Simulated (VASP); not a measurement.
Crystal: WO.

```xyz
2
Lattice="0.0000 2.4129 2.4129 2.4129 0.0000 2.4129 2.4129 2.4129 0.0000" Properties=species:S:1:pos:R:3 pbc="T T T"
W     0.0000    0.0000    0.0000
O     1.2064    1.2064    1.2064
```

Base run:

| Item | Value |
| --- | --- |
| Program | VASP 6.6.1 |
| Functional | PBE |
| Potentials or basis | VASP PAW PBE potentials, release 64 (W_sv, O) |
| Cutoff | 520 eV |
| k mesh | 10 × 10 × 10 |
| Occupations | gaussian, width 0.02 eV |
| Spin | no spin polarisation |
| Hubbard terms | W d U = 6.2 eV |

Its results: band gap on the k mesh zero (band 10 reaches 8.96 eV, above the bottom of band 11 at 7.96 eV); pressure -7.9 GPa.

**Question.** The run is repeated on the same cell with these changes: spin from no spin polarisation to collinear spin, ferromagnetic start; further incar settings from ALGO = Normal; EDIFF = 1e-07; NBANDS = 17 to ALGO = Normal; EDIFF = 1e-07; NBANDS = 21. What comes out?

**Answer.** Band gap on the k mesh 0.62 eV, indirect (least direct gap 1.09 eV); pressure 5.8 GPa; net moment 2.00 μB per cell; site moments W +1.72; O +0.04 μB.

Caveats: spin-orbit coupling is left out, which moves the levels of the heavy elements; U without spin polarisation on a metal has little footing (some runs).

A k mesh can miss the band edges.
